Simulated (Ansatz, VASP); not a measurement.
**AlNi: VASP beside Ansatz**

INCAR

```
PREC = Accurate ; ENCUT = 600
EDIFF = 1E-7 ; ISMEAR = -1
SIGMA = 0.05 ; LREAL = False
LASPH = True ; NELM = 200
ALGO = Normal ; ISIF = 3
LWAVE = False ; LCHARG = False
ISPIN = 2 ; MAGMOM = 1 0
LORBIT = 11 ; LMAXMIX = 4
GGA = PS ; IVDW = 12
IBRION = 2 ; NSW = 60
EDIFFG = -0.01 ; GGA_COMPAT = False
NELMIN = 4
```

File KPOINTS:

```
Automatic mesh
0
Gamma
  9 9 9
```

POSCAR

```
AlNi
1.0
    2.8810000000      0.0000000000      0.0000000000
    0.0000000000      2.8810000000      0.0000000000
    0.0000000000      0.0000000000      2.8810000000
Ni Al
1 1
Direct
    0.5000000000      0.5000000000      0.5000000000
    0.0000000000      0.0000000000      0.0000000000
```

input.yaml

```yaml
crystal:
  lattice:
    - [2.881, 0.0, 0.0]
    - [0.0, 2.881, 0.0]
    - [0.0, 0.0, 2.881]
  atoms:
    - { symbol: Ni, position: [0.5, 0.5, 0.5], spin: 1.0 }
    - { symbol: Al, position: [0.0, 0.0, 0.0] }
hamiltonian:
  xc: pbesol
  pseudopotentials: { kind: paw }
  dispersion: d3bj
magnetization:
  spin_polarized: true
kpoints:
  mp_grid: { grid: [9, 9, 9] }
scf:
  occupations: { method: fermi_dirac, width: 0.05 }
output:
  forces: true
  stress: true
relax:
  f_tol: 0.01
  max_steps: 40
  cell: { stress_tol: 0.05 }
```

Alike in both runs: task relaxation of cell and atoms; functional PBEsol; dispersion D3(BJ); k mesh 9 × 9 × 9; occupations fermi-dirac, width 0.05 eV; collinear spin.

|  | VASP | Ansatz |
| --- | --- | --- |
| version | VASP 6.6.1 | Ansatz 0.2.0 |
| potentials or method | VASP PAW PBE potentials, release 64 (Ni, Al) | Ansatz PAW |
| plane-wave cutoff (eV) | 600 | 420 |
| valence electrons in the cell | 13 | 21 |

Ansatz gave:

```
net moment per atom (μB)                                     : 0.00
relaxed volume (Å³/atom)                                     : 11.34
relaxed cell length with the largest relative difference (Å) : 2.831
```

Question: What did VASP give for the same quantities?

Answer: net moment per atom (μB): 0.00; relaxed volume (Å³/atom): 11.35; relaxed cell length with the largest relative difference (Å): 2.831.

VASP's potentials were made for PBE, not for PBEsol. VASP's potentials hold 13 valence electrons a cell and Ansatz's 21, so a difference there can come from the potentials and not from the codes.

Noted on Ansatz's run: the plane-wave basis is chosen anew once the cell has moved, so the energies of steps on either side of that aren't comparable.
